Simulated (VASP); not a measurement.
# Sn in VASP: notebook

Sn is run at these levels: PBEsol, LDA; tasks: single point.

All numbers are computed with VASP 6.6.1; they aren't measurements. Logs are shortened: lines on timing, memory, paths and dates and some standing lists are left out, and cuts for length are marked.

**1. The cell of the first run**

Symmetry: Imma, No. 74, orthorhombic system. Conventional cell: a = 4.481 Å, b = 4.664 Å, c = 6.467 Å, α = 90.00°, β = 90.00°, γ = 90.00°. Within 3.6 Å of Sn (site symmetry mm2) lie 4 Sn at 2.76 to 2.84 Å.

**2. Single point, PBEsol**

File INCAR:

```
PREC = Accurate
ENCUT = 520
EDIFF = 1E-6
ISMEAR = -1
SIGMA = 0.05
LREAL = False
LASPH = True
NELM = 80
ALGO = Normal
ISIF = 2
LWAVE = False
LCHARG = False
GGA = PS
NBANDS = 21
```

File KPOINTS:

```
Automatic mesh
0
Gamma
  7 7 7
```

File POSCAR:

```
Sn
1.0
   -0.0646668560      3.2333428000      3.2333428000
    3.2333428000     -0.0646668560      3.2333428000
    3.1686759440      3.1686759440      0.0000000000
Sn
2
Direct
    0.7500000000      0.7500000000      0.7500000000
    0.5000000000      0.5000000000      0.5000000000
```

Potentials or basis: VASP PAW PBE potentials, release 64 (Sn_d).

Launch:

```sh
$ cat potpaw_PBE.64/Sn_d/POTCAR > POTCAR
$ mpirun -np 1 vasp_std > vasp.out
```

OUTCAR:

```text
PREC = Accurate
   ENCUT = 520
   EDIFF = 1E-6
   ISMEAR = -1
   LREAL = False
   LASPH = True
   NELM = 80
   ISIF = 2
   GGA = PS

 ion  position               nearest neighbor table
   1  0.750  0.750  0.750-   2 2.76   2 2.76   2 2.84   2 2.84
   2  0.500  0.500  0.500-   1 2.76   1 2.76   1 2.84   1 2.84

  LATTYP: Found a body centered orthorhombic cell.
 ALAT       =     4.4811844948
 B/A-ratio  =     1.0408163265
 C/A-ratio  =     1.4430750636

  Lattice vectors:

 A1 = (   0.0646668560,  -3.2333428000,  -3.2333428000)
 A2 = (  -0.0646668560,   3.2333428000,  -3.2333428000)
 A3 = (   3.2333428000,  -0.0646668560,   3.2333428000)

Analysis of symmetry for initial positions (statically):
=====================================================================
 Subroutine PRICEL returns:
 Original cell was already a primitive cell.

 Routine SETGRP: Setting up the symmetry group for a
 body centered orthorhombic supercell.

 Subroutine GETGRP returns: Found  8 space group operations
 (whereof  4 operations were pure point group operations)
 out of a pool of  8 trial point group operations.

The static configuration has the point symmetry C_2v.
 The point group associated with its full space group is D_2h.

Analysis of symmetry for dynamics (positions and initial velocities):
=====================================================================
 Subroutine PRICEL returns:
 Original cell was already a primitive cell.

 Routine SETGRP: Setting up the symmetry group for a
 body centered orthorhombic supercell.

 Subroutine GETGRP returns: Found  8 space group operations
 (whereof  4 operations were pure point group operations)
 out of a pool of  8 trial point group operations.

The dynamic configuration has the point symmetry C_2v.
 The point group associated with its full space group is D_2h.

 Subroutine INISYM returns: Found  8 space group operations
 (whereof  4 operations are pure point group operations),
 and found     1 'primitive' translations

----------------------------------------------------------------------------------------

                                     Primitive cell

  volume of cell :      67.5790

  direct lattice vectors                    reciprocal lattice vectors
    -0.064666856  3.233342800  3.233342800    -0.151606591  0.151606591  0.154638723
     3.233342800 -0.064666856  3.233342800     0.151606591 -0.151606591  0.154638723
     3.168675944  3.168675944  0.000000000     0.157794615  0.157794615 -0.154638723

  length of vectors
[... 75 lines left out ...]
   ICHARG =      2    charge: 1-file 2-atom 10-const
   ISPIN  =      1    spin polarized calculation?
   LNONCOLLINEAR =      F non collinear calculations
   LSORBIT =      F    spin-orbit coupling
   LASPH  =      T    aspherical Exc in radial PAW
   ENCUT  =  520.0 eV  38.22 Ry    6.18 a.u.   8.50  8.50  8.33*2*pi/ulx,y,z
   NELM   =     80;   NELMIN=  2; NELMDL= -5     # of ELM steps
   EDIFF  = 0.1E-05   stopping-criterion for ELM
   LREAL  =      F    real-space projection
   EDIFFG = 0.1E-04   stopping-criterion for IOM
   NSW    =      0    number of steps for IOM
   IBRION =     -1    ionic relax: 0-MD 1-quasi-New 2-CG
   NFREE  =      0    steps in history (QN), initial steepest desc. (CG)
   ISIF   =      2    stress and relaxation
   ISYM   =      2    0-nonsym 1-usesym 2-fastsym
   POTIM  = 0.5000    time-step for ionic-motion
   TEBEG  =    0.0;   TEEND  =   0.0 temperature during run
   PSTRESS=    0.0 pullay stress
   NELECT =      28.0000    total number of electrons
   NUPDOWN=      -1.0000    fix difference up-down
   EMIN   =  10.00;   EMAX   =-10.00  energy-range for DOS
   EFERMI =   0.00;   METHOD = LEGACY
   ISMEAR =    -1;   SIGMA  =   0.05  broadening in eV -4-tet -1-fermi 0-gaus
   EFERMI_NEDOS =   21; number of points for ismear=-14 and -15
   IALGO  =     38    algorithm
   IMIX   =      4    mixing-type and parameters
     AMIX     =   0.40;   BMIX     =  1.00
     AMIX_MAG =   1.60;   BMIX_MAG =  1.00
  volume/ion in A,a.u.               =      33.79       228.02
  Fermi-wavevector in a.u.,A,eV,Ry     =   1.220460  2.306336 20.266197  1.489523
  Thomas-Fermi vector in A             =   2.355677
   LORBIT       =      0    0 simple, 1 ext, 2 COOP (PROOUT), +10 PAW based schemes
   GGA     = PS    functional components
   LHFCALC =     F    Hartree Fock is set to
   AEXX    =    0.0000 exact exchange contribution
   IVDW    =     0    specifies the selected vdW correction
   LEPSILON=     F    determine dielectric tensor
   LRPA    =     F    only Hartree local field effects (RPA)
 non-spin polarized calculation
  energy-cutoff  :      520.00
  volume of cell :       67.58
 maximum number of plane-waves:      1841
 NGX is ok and might be reduce to    36
   NGX = 17   NGY = 17   NGZ = 17

 number of electron      28.0000004 magnetization

 Free energy of the ion-electron system (eV)
  ---------------------------------------------------
  ext. energy  EPLUGINS =         0.00000000
  ---------------------------------------------------
  free energy    TOTEN  =        -8.42092366 eV

  energy without entropy =       -8.41906932  energy(sigma->0) =       -8.41999649

 E-fermi :   5.5067     XC(G=0):  -9.1121

 val. band max:        5.4785281878   @ k =   0.0000   0.0000   0.4286
 cond. band min:       5.6716906893   @ k =   0.0000   0.0000   0.0000
 fundamental gap:      0.1931625015
 Fermi energy:         5.5067009445

 k-point     1 :       0.0000    0.0000    0.0000
  band No.  band energies     occupation
      1     -16.0523      2.00000
      2     -16.0158      2.00000
      3     -15.9789      2.00000
      4     -15.9548      2.00000
      5     -15.9528      2.00000
      6     -15.6619      2.00000
[... 565 lines left out ...]
     20      13.0489      0.00000
     21      13.4607      0.00000

 [... further k-points ...]
[... 5 lines left out ...]
  --------------------------------------------------------------------------------------
  -------------------------------------------------------------------------------------
  Total        0.6880216      0.6880216      0.6769421      0.8705517      0.0000000      0.0000000
  in kB       16.3117724     16.3117724     16.0490985     20.6392370      0.0000000      0.0000000
  external PRESSURE =      16.2242144 kB  Pullay stress =       0.0000000 kB

 VOLUME and BASIS-vectors are now :
 -----------------------------------------------------------------------------
  energy-cutoff  :      520.00
  volume of cell :       67.58
      direct lattice vectors                 reciprocal lattice vectors
    -0.064666856  3.233342800  3.233342800    -0.151606591  0.151606591  0.154638723
     3.233342800 -0.064666856  3.233342800     0.151606591 -0.151606591  0.154638723
     3.168675944  3.168675944  0.000000000     0.157794615  0.157794615 -0.154638723

 POSITION                                       TOTAL-FORCE (eV/Angst)
 -----------------------------------------------------------------------------------
      4.75301      4.75301      4.85001         0.000000      0.000000      0.387237
      3.16868      3.16868      3.23334        -0.000000     -0.000000     -0.387237
 -----------------------------------------------------------------------------------
    total drift:                                0.000000      0.000000      0.000000

  FREE ENERGIE OF THE ION-ELECTRON SYSTEM (eV)
  ---------------------------------------------------
  free  energy   TOTEN  =        -8.4209236576 eV

  energy  without entropy=       -8.4190693173  energy(sigma->0) =       -8.41999649
```

stdout:

```text
POSCAR found type information on POSCAR Sn
 POSCAR found :  1 types and       2 ions
 scaLAPACK will be used
 -----------------------------------------------------------------------------
|                                                                             |
|                                                                             |
|     You enforced a specific xc type in the INCAR file but a different       |
|     I HOPE YOU KNOW WHAT YOU ARE DOING!                                     |
|                                                                             |
 -----------------------------------------------------------------------------

 LDA part: xc-table for (Slater+PW92), standard interpolation
 POSCAR, INCAR and KPOINTS ok, starting setup
 FFT: planning ... GRIDC
 FFT: planning ... GRID_SOFT
 FFT: planning ... GRID
 WAVECAR not read
 entering main loop
```

Run time: 28 s. Hardware: 1 thread of Intel Xeon 6975P-C (Granite Rapids), shared host; peak memory 0.24 GiB.

What came out:

| Quantity | Value |
| --- | --- |
| Free energy | -8.4209 eV |
| Pressure | 1.6 GPa |
| Largest force | 0.387 eV/Å |
| Band gap on the k mesh | zero (bands 14 and 15 overlap by 0.20 eV) |

Forces on the atoms (eV/Å):
```
Sn   0.000  0.000  0.387
Sn   0.000  0.000 -0.387
```

Levels at points of the mesh, in eV from the Fermi level:
| k point | band 11 | band 12 | band 13 | band 14 | band 15 | band 16 | band 17 | band 18 |
| --- | --- | --- | --- | --- | --- | --- | --- | --- |
| (0.00, 0.00, 0.00) | -10.61 | -0.54 | 0.16 | 0.18 | 0.22 | 2.01 | 2.29 | 2.50 |

Caveat: the PAW data sets were made with another functional, which shifts forces and pressure a little; spin-orbit coupling is left out, which moves the levels of the heavy elements.

**3. Single point, PBEsol**

File INCAR:

```
SYSTEM = Sn
PREC     = Accurate       ! precision mode
ENCUT    = 520            ! plane-wave cutoff, eV
EDIFF    = 1E-6           ! SCF threshold, eV
ISMEAR   = -1             ! smearing method
SIGMA    = 0.05           ! smearing width, eV
LREAL    = .FALSE.        ! projectors in reciprocal space
LASPH    = .TRUE.         ! aspherical terms in the spheres
NELM     = 80             ! most SCF steps
ALGO     = Fast           ! electronic algorithm
ISIF     = 2              ! what is computed and relaxed
LWAVE    = .FALSE.        ! write WAVECAR
LCHARG   = .FALSE.        ! write CHGCAR
GGA      = PS             ! functional
NBANDS   = 21             ! bands
```

File KPOINTS:

```
Automatic mesh
0
G
  7 7 7
  0 0 0
```

File POSCAR:

```
Sn
1.0
   -0.0323334280      3.2333428000      3.2333428000
    3.2333428000     -0.0323334280      3.2333428000
    3.2010093720      3.2010093720      0.0000000000
Sn
2
Direct
    0.7500000000      0.7500000000      0.7500000000
    0.5000000000      0.5000000000      0.5000000000
```

Potentials or basis: VASP PAW PBE potentials, release 64 (Sn_d).

Launch:

```sh
$ cat potpaw_PBE.64/Sn_d/POTCAR > POTCAR
$ mpirun -np 1 vasp_std > vasp.out
```

Run time: 37 s. Hardware: 1 thread of Intel Xeon 6975P-C (Granite Rapids), shared host; peak memory 0.24 GiB.

It converged, with:

| Quantity | Value |
| --- | --- |
| Free energy | -8.4341 eV |
| Pressure | 1.5 GPa |
| Largest force | 0.195 eV/Å |
| Band gap on the k mesh | zero (bands 14 and 15 overlap by 0.15 eV) |

Forces in eV/Å, atoms in the order of the input:
```
Sn   0.000  0.000  0.195
Sn   0.000  0.000 -0.195
```

Stress tensor (GPa, compression positive):
```
1.51 1.02 0.00
1.02 1.51 0.00
0.00 0.00 1.50
```

Levels at points of the mesh, in eV from the Fermi level:
| k point | band 11 | band 12 | band 13 | band 14 | band 15 | band 16 | band 17 | band 18 |
| --- | --- | --- | --- | --- | --- | --- | --- | --- |
| (0.00, 0.00, 0.00) | -10.63 | -0.55 | 0.15 | 0.16 | 0.18 | 2.10 | 2.23 | 2.35 |

Caveat: the PAW data sets were made with another functional, which shifts forces and pressure a little; spin-orbit coupling is left out, which moves the levels of the heavy elements.

(Part 1 of 2 ends here.)

The gap in the log of VASP goes by the Fermi energy; the results here count the filled bands.